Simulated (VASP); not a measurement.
Input of a VASP 6.6.1 run:

Contents of INCAR:

```
SYSTEM = SnTe
ALGO = Normal
EDIFF = 1E-8
ENCUT = 520
GGA = PS
ISIF = 2
ISMEAR = -1
LASPH = .TRUE.
LCHARG = .FALSE.
LEFG = .TRUE.
LREAL = .FALSE.
LWAVE = .FALSE.
NBANDS = 17
NELM = 60
PREC = Accurate
SIGMA = 0.08
```

Contents of KPOINTS:

```
k-points
0
G
  11 11 11
  0 0 0
```

POSCAR

```
SnTe
1.0
    0.0000000000      3.0933700000      3.1565000000
    3.0933700000      0.0000000000      3.1565000000
    3.0933700000      3.0933700000      0.0000000000
Sn Te
1 1
Direct
    0.0000000000      0.0000000000      0.0000000000
    0.5000000000      0.5000000000      0.5000000000
```

Potentials or basis: VASP PAW PBE potentials, release 64 (Sn_d, Te).

Command:

```sh
$ cat potpaw_PBE.64/Sn_d/POTCAR potpaw_PBE.64/Te/POTCAR > POTCAR
$ mpirun -np 1 vasp_std > vasp.out
```

Task: Estimate the pressure.

Result: 1.5 GPa.

Task: Estimate the band gap on the k mesh.

Result: 0.39 eV (least direct gap 0.41 eV).

Stress tensor (GPa, compression positive):
```
 2.48  0.00  0.00
 0.00  2.48  0.00
 0.00  0.00 -0.43
```

Caveat: the cell differs from its parent crystal (equal xx and yy strain of -2 %); without QUAD_EFG the Cq values of the log hold for a quadrupole moment of 1 mb, not for the nuclei; the PAW data sets were made with another functional, which shifts forces and pressure a little; spin-orbit coupling is left out, which moves the levels of the heavy elements; an odd mesh through Γ misses points on the zone boundary, where band edges can lie.
